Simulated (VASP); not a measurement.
SnS2:

```
Sn S
1.0
     3.66840    0.00000    0.00000
    -1.83420    3.17693    0.00000
     0.00000    0.00000    5.80930
Sn S
1 2
Direct
  0.00000 0.00000 0.00000
  0.33333 0.66667 0.25452
  0.66667 0.33333 0.74548
```

- Program: VASP 6.6.1
- Task: relaxation of cell and atoms
- Functional: r2SCAN
- Dispersion: rVV10
- Potentials or basis: VASP PAW PBE potentials, release 64 (Sn_d, S)
- Cutoff: 550 eV
- k mesh: 12 × 12 × 4
- Occupations: fermi-dirac, width 0.02 eV
- Spin: no spin polarisation

At the start: pressure -0.6 GPa; volume 22.57 Å³/atom.

Question: How do energy, volume and symmetry change on relaxing?

Answer: Over 12 steps the energy falls by 2.9 meV/atom and the volume is 23.03 Å³/atom (+2.0 %); space group P-3m1 (No. 164, to 0.1 Å) before and after.

The path:
```csv
step,energy change (eV),largest force (eV/Å),pressure (GPa),volume (Å³)
1,0.0000,0.2380,-0.63,67.70
2,-0.0015,0.0253,1.02,66.83
3,-0.0027,0.0822,0.34,67.18
4,-0.0041,0.0589,0.24,67.46
5,-0.0060,0.0093,-0.03,68.29
6,-0.0073,0.0026,-0.04,68.48
7,-0.0085,0.0287,-0.02,68.89
8,-0.0085,0.0006,0.11,68.90
9,-0.0085,0.0003,0.10,68.90
10,-0.0086,0.0036,0.03,69.05
11,-0.0086,0.0041,0.02,69.07
12,-0.0086,0.0033,-0.02,69.09
```

Final structure:
```
CELL_PARAMETERS angstrom
3.66169 0.00000 0.00000
-1.83084 3.17112 0.00000
0.00000 0.00000 5.94964
ATOMIC_POSITIONS crystal
Sn 0.00000 0.00000 0.00000
S 0.33333 0.66667 0.24622
S 0.66667 0.33333 0.75378
```

Caveat: the PAW data sets were made with another functional, which shifts forces and pressure a little.
